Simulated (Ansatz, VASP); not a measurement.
Two plane-wave programs on Sb

```
Sb
1.0
     2.14560    1.23876    3.65874
    -2.14560    1.23876    3.65874
     0.00000   -2.47753    3.65874
Sb
2
Direct
  0.23594 0.23594 0.23594
  0.76406 0.76406 0.76406
```

Alike in both runs: task single point; functional LDA; k mesh 2 × 2 × 2; occupations fermi-dirac, width 0.1 eV; no spin polarisation.

```csv
,VASP,Ansatz
version,VASP 6.6.1,Ansatz 0.2.0
potentials or method,"VASP PAW LDA potentials, release 64 (Sb), cutoff 520 eV","plane waves (420 eV) with PAW, scalar-relativistic"
valence electrons in the cell,10,30
```

```csv
,VASP,Ansatz,Ansatz less VASP
pressure (GPa),6.5,6.3,-0.21
"traceless stress, the component that is largest in VASP (GPa)",0.18,0.13,-0.042
```

Ansatz warns that its potentials were made for another functional, while VASP's fit it. LDA's correlation is that of Perdew and Zunger in VASP and of Perdew and Wang (1992) in Ansatz. VASP's potentials hold 10 valence electrons a cell and Ansatz's 30, so a difference there can come from the potentials and not from the codes.

The k mesh is coarse, so the values compare programs but aren't converged. Neither program's run includes spin-orbit coupling.
